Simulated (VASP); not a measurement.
A run of VASP 6.6.1 is set up as follows.

File INCAR:

```
  PREC = Accurate
  ENCUT = 520
  EDIFF = 1E-6
  ISMEAR = 0
  SIGMA = 0.02
  LREAL = False
  LASPH = True
  NELM = 60
  ALGO = Normal
  ISIF = 2
  LWAVE = False
  LCHARG = True
  GGA = PE
  LELF = True
  LVHAR = True
  NBANDS = 16
```

KPOINTS

```
regular mesh
0
Gamma
  8 8 8
```

File POSCAR:

```
GaAs
1.0
    0.0000000000      2.8268500000      2.8268500000
    2.8268500000      0.0000000000      2.8268500000
    2.8268500000      2.8268500000      0.0000000000
As Ga
1 1
Direct
    0.7500000000      0.7500000000      0.7500000000
    0.0000000000      0.0000000000      0.0000000000
```

Potentials or basis: VASP PAW PBE potentials, release 64 (As, Ga_d).

Launch:

```console
$ cat potpaw_PBE.64/As/POTCAR potpaw_PBE.64/Ga_d/POTCAR > POTCAR
$ mpirun -np 1 vasp_std > vasp.out
```

(1) Estimate the band gap on the k mesh.

(2) Estimate the pressure.

Answers

(1) 0.52 eV, direct.

(2) 3.4 GPa.
